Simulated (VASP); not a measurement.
Write the native input for VASP 6.6.1 that does the following.

```yaml
Task: single point
Functional: PBEsol
Potentials_or_basis: VASP PAW PBE potentials, release 64 (Si, C)
Cutoff: 520 eV
k_mesh: 15 × 15 × 8
Occupations: fermi-dirac, width 0.08 eV
Spin: no spin polarisation
Dipole_correction: no
Further_INCAR_settings: ALGO = Normal; EDIFF = 1e-06; NBANDS = 16
```

The structure of SiC lies in POSCAR:

```
SiC
1.0
    3.0759982064      0.0000000000      0.0000000000
   -1.5379991032      2.6638925888      0.0000000000
    0.0000000000      0.0000000000      5.1489600000
Si C
2 2
Direct
    0.3333333333      0.6666666667      0.0000000000
    0.6666666667      0.3333333333      0.5000000000
    0.3333333333      0.6666666667      0.3850000000
    0.6666666667      0.3333333333      0.8850000000
```

This cell differs from its parent crystal: zz strain of +2 %.

One way to write it, as run:

INCAR

```
SYSTEM = SiC
PREC = Accurate
ENCUT = 520
EDIFF = 1E-6
ISMEAR = -1
SIGMA = 0.08
LREAL = .FALSE.
LASPH = .TRUE.
NELM = 80
ALGO = Normal
ISIF = 2
LWAVE = .FALSE.
LCHARG = .FALSE.
GGA = PS
NBANDS = 16
```

KPOINTS

```
Automatic mesh
0
G
  15 15 8
  0 0 0
```

Potentials or basis: VASP PAW PBE potentials, release 64 (Si, C).

The run is started by

```bash
$ cat potpaw_PBE.64/Si/POTCAR potpaw_PBE.64/C/POTCAR > POTCAR
$ mpirun -np 1 vasp_std > vasp.out
```

Results of the run:

* Pressure: -3.1 GPa
* Largest force: 0.835 eV/Å
* Band gap on the k mesh: 2.24 eV (least direct gap 4.11 eV)

Caveat: the cell differs from its parent crystal (zz strain of +2 %); the cell stands under tension; the PAW data sets were made with another functional, which shifts forces and pressure a little; an odd mesh through Γ misses points on the zone boundary, where band edges can lie.

Run time: 87 s on 1 thread of Intel Xeon 8259CL, on a shared host, peak memory 0.21 GiB.
